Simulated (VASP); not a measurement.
# SnO (P4/mmm) in VASP: single point with r2SCAN

Aim: the single point of SnO with r2SCAN.

Everything below comes from runs of VASP 6.6.1. Logs are shortened: lines on timing, memory, paths and dates and some standing lists are left out, and cuts for length are marked.

## 1. The cell of the first run

The structure is tetragonal, space group P4/mmm (No. 123). The conventional cell has a = 3.186 Å, b = 3.186 Å, c = 3.044 Å, α = 90.00°, β = 90.00°, γ = 90.00°. Sn (site symmetry 4/mmm) has 8 O at 2.72 Å and 6 Sn at 3.04 to 3.19 Å within 3.6 Å. Within 3.6 Å of O (site symmetry 4/mmm) lie 8 Sn at 2.72 Å and 6 O at 3.04 to 3.19 Å.

## 2. Single point, r2SCAN (epitaxial xy strain +2.7%)

The input, POSCAR:

```
SnO
1.0
    3.1859574034      0.0000000000      0.0000000000
    0.0000000000      3.1859574034      0.0000000000
    0.0000000000      0.0000000000      3.0435195960
Sn O
1 1
Direct
    0.0000000000      0.0000000000      0.0000000000
    0.5000000000      0.5000000000      0.5000000000
```

The input, INCAR.step1:

```
PREC     = Accurate       # precision mode
ENCUT    = 520            # plane-wave cutoff, eV
ISMEAR   = -1             # smearing method
SIGMA    = 0.02           # smearing width, eV
LREAL    = False          # projectors in reciprocal space
LASPH    = True           # aspherical terms in the spheres
NELM     = 60             # most SCF steps
NBANDS   = 17             # bands
GGA      = PE             # functional
ALGO     = Normal         # electronic algorithm
EDIFF    = 1E-4           # SCF threshold, eV
LWAVE    = True           # write WAVECAR
LCHARG   = False          # write CHGCAR
```

The input, INCAR.step2:

```
PREC     = Accurate       # precision mode
ENCUT    = 520            # plane-wave cutoff, eV
EDIFF    = 1E-6           # SCF threshold, eV
ISMEAR   = -1             # smearing method
SIGMA    = 0.02           # smearing width, eV
LREAL    = False          # projectors in reciprocal space
LASPH    = True           # aspherical terms in the spheres
NELM     = 60             # most SCF steps
ALGO     = Normal         # electronic algorithm
ISIF     = 2              # what is computed and relaxed
LWAVE    = False          # write WAVECAR
LCHARG   = False          # write CHGCAR
METAGGA  = R2SCAN         # meta-GGA
LMIXTAU  = True         
NBANDS   = 17             # bands
ISTART   = 1
```

The input, KPOINTS:

```
regular mesh
0
Gamma
  8 8 8
```

Potentials or basis: VASP PAW PBE potentials, release 64 (Sn_d, O).

The run is started by

```
$ cat potpaw_PBE.64/Sn_d/POTCAR potpaw_PBE.64/O/POTCAR > POTCAR
$ cp INCAR.step1 INCAR
$ mpirun -np 1 vasp_std > vasp.out
$ cp INCAR.step2 INCAR
$ mpirun -np 1 vasp_std > vasp.out
```

OUTCAR:

```text
PREC = Accurate
   ENCUT = 520
   EDIFF = 1E-6
   ISMEAR = -1
   LREAL = False
   LASPH = True
   NELM = 60
   ISIF = 2
   METAGGA = R2SCAN
   ISTART = 1

 ion  position               nearest neighbor table
   1  0.000  0.000  0.000-   2 2.72   2 2.72   2 2.72   2 2.72   2 2.72   2 2.72   2 2.72   2 2.72

   2  0.500  0.500  0.500-   1 2.72   1 2.72   1 2.72   1 2.72   1 2.72   1 2.72   1 2.72   1 2.72

  LATTYP: Found a simple tetragonal cell.
 ALAT       =     3.1859574034
 C/A-ratio  =     0.9552919925

  Lattice vectors:

 A1 = (   3.1859574034,   0.0000000000,   0.0000000000)
 A2 = (   0.0000000000,   3.1859574034,   0.0000000000)
 A3 = (   0.0000000000,   0.0000000000,   3.0435195960)

Analysis of symmetry for initial positions (statically):
=====================================================================
 Subroutine PRICEL returns:
 Original cell was already a primitive cell.

 Routine SETGRP: Setting up the symmetry group for a
 simple tetragonal supercell.

 Subroutine GETGRP returns: Found 16 space group operations
 (whereof 16 operations were pure point group operations)
 out of a pool of 16 trial point group operations.

The static configuration has the point symmetry D_4h.

Analysis of symmetry for dynamics (positions and initial velocities):
=====================================================================
 Subroutine PRICEL returns:
 Original cell was already a primitive cell.

 Routine SETGRP: Setting up the symmetry group for a
 simple tetragonal supercell.

 Subroutine GETGRP returns: Found 16 space group operations
 (whereof 16 operations were pure point group operations)
 out of a pool of 16 trial point group operations.

The dynamic configuration has the point symmetry D_4h.

 Subroutine INISYM returns: Found 16 space group operations
 (whereof 16 operations are pure point group operations),
 and found     1 'primitive' translations

----------------------------------------------------------------------------------------

                                     Primitive cell

  volume of cell :      30.8927

  direct lattice vectors                    reciprocal lattice vectors
[... 76 lines left out ...]
   NGXF,Y,Z  is equivalent  to a cutoff of  25.05, 25.05, 26.22 a.u.
 SYSTEM =  unknown system
   PREC   = accura    normal or accurate (medium, high low for compatibility)
   ISTART =      1    job   : 0-new  1-cont  2-samecut
   ICHARG =      0    charge: 1-file 2-atom 10-const
   ISPIN  =      1    spin polarized calculation?
   LNONCOLLINEAR =      F non collinear calculations
   LSORBIT =      F    spin-orbit coupling
   LASPH  =      T    aspherical Exc in radial PAW
   ENCUT  =  520.0 eV  38.22 Ry    6.18 a.u.   5.92  5.92  5.66*2*pi/ulx,y,z
   NELM   =     60;   NELMIN=  2; NELMDL=  0     # of ELM steps
   EDIFF  = 0.1E-05   stopping-criterion for ELM
   LREAL  =      F    real-space projection
   EDIFFG = 0.1E-04   stopping-criterion for IOM
   NSW    =      0    number of steps for IOM
   IBRION =     -1    ionic relax: 0-MD 1-quasi-New 2-CG
   NFREE  =      0    steps in history (QN), initial steepest desc. (CG)
   ISIF   =      2    stress and relaxation
   ISYM   =      2    0-nonsym 1-usesym 2-fastsym
   POTIM  = 0.5000    time-step for ionic-motion
   TEBEG  =    0.0;   TEEND  =   0.0 temperature during run
   PSTRESS=    0.0 pullay stress
   NELECT =      20.0000    total number of electrons
   NUPDOWN=      -1.0000    fix difference up-down
   EMIN   =  10.00;   EMAX   =-10.00  energy-range for DOS
   EFERMI =   0.00;   METHOD = LEGACY
   ISMEAR =    -1;   SIGMA  =   0.02  broadening in eV -4-tet -1-fermi 0-gaus
   EFERMI_NEDOS =   21; number of points for ismear=-14 and -15
   IALGO  =     38    algorithm
   IMIX   =      4    mixing-type and parameters
     AMIX     =   0.40;   BMIX     =  1.00
     AMIX_MAG =   1.60;   BMIX_MAG =  1.00
  volume/ion in A,a.u.               =      15.45       104.24
  Fermi-wavevector in a.u.,A,eV,Ry     =   1.416227  2.676281 27.289184  2.005698
  Thomas-Fermi vector in A             =   2.537583
   LORBIT       =      0    0 simple, 1 ext, 2 COOP (PROOUT), +10 PAW based schemes
   METAGGA = R2SCAN    functional components
   LHFCALC =     F    Hartree Fock is set to
   AEXX    =    0.0000 exact exchange contribution
   IVDW    =     0    specifies the selected vdW correction
   LEPSILON=     F    determine dielectric tensor
   LRPA    =     F    only Hartree local field effects (RPA)
 non-spin polarized calculation
  energy-cutoff  :      520.00
  volume of cell :       30.89
 maximum number of plane-waves:       856
 NGX is ok and might be reduce to    24
   NGX = 11   NGY = 11   NGZ = 11

 number of electron      20.0000003 magnetization

 Free energy of the ion-electron system (eV)
  ---------------------------------------------------
  ext. energy  EPLUGINS =         0.00000000
  ---------------------------------------------------
  free energy    TOTEN  =       -31.56129884 eV

  energy without entropy =      -31.56101756  energy(sigma->0) =      -31.56115820

 E-fermi :   7.9052     XC(G=0): -11.9294

 val. band max:        7.8890321292   @ k =   0.1250   0.0000   0.5000
 cond. band min:       7.9585541609   @ k =   0.5000   0.0000   0.1250
 fundamental gap:      0.0695220317
 Fermi energy:         7.9051841227

 k-point     1 :       0.0000    0.0000    0.0000
  band No.  band energies     occupation
      1     -14.6928      2.00000
      2     -14.6249      2.00000
      3     -14.3115      2.00000
      4     -14.2901      2.00000
      5     -14.2901      2.00000
      6     -11.0882      2.00000
[... 457 lines left out ...]
      4     -14.3867      2.00000
      5     -14.3107      2.00000
      6     -10.3431      2.00000
[... 9 lines left out ...]
     16      22.9182      0.00000
     17      26.7019      0.00000

 [... further k-points ...]
[... 5 lines left out ...]
  --------------------------------------------------------------------------------------
  -------------------------------------------------------------------------------------
  Total       -0.9900033     -0.9900033      0.0205281      0.0000000      0.0000000      0.0000000
  in kB      -51.3441784    -51.3441784      1.0646400      0.0000000      0.0000000      0.0000000
  external PRESSURE =     -33.8745723 kB  Pullay stress =       0.0000000 kB

 VOLUME and BASIS-vectors are now :
 -----------------------------------------------------------------------------
  energy-cutoff  :      520.00
  volume of cell :       30.89
      direct lattice vectors                 reciprocal lattice vectors
     3.185957403  0.000000000  0.000000000     0.313877392  0.000000000  0.000000000
     0.000000000  3.185957403  0.000000000     0.000000000  0.313877392  0.000000000
     0.000000000  0.000000000  3.043519596     0.000000000  0.000000000  0.328566966

 POSITION                                       TOTAL-FORCE (eV/Angst)
 -----------------------------------------------------------------------------------
      0.00000      0.00000      0.00000         0.000000      0.000000      0.000000
      1.59298      1.59298      1.52176         0.000000      0.000000      0.000000
 -----------------------------------------------------------------------------------
    total drift:                                0.000000      0.000000     -0.000000

  FREE ENERGIE OF THE ION-ELECTRON SYSTEM (eV)
  ---------------------------------------------------
  free  energy   TOTEN  =       -31.5612988447 eV

  energy  without entropy=      -31.5610175583  energy(sigma->0) =      -31.56115820
```

It took 51 s on 1 thread of Intel Xeon Platinum 8488C (Sapphire Rapids), shared host; peak memory 0.17 GiB.

Results:

- Free energy: -31.5613 eV
- Pressure: -3.4 GPa
- Band gap on the k mesh: zero (band 10 reaches 7.96 eV, above the bottom of band 11 at 7.53 eV)

Caveat: the cell differs from its parent crystal (epitaxial xy strain +2.7%); the PAW data sets were made with another functional, which shifts forces and pressure a little; spin-orbit coupling is left out, which moves the levels of the heavy elements.
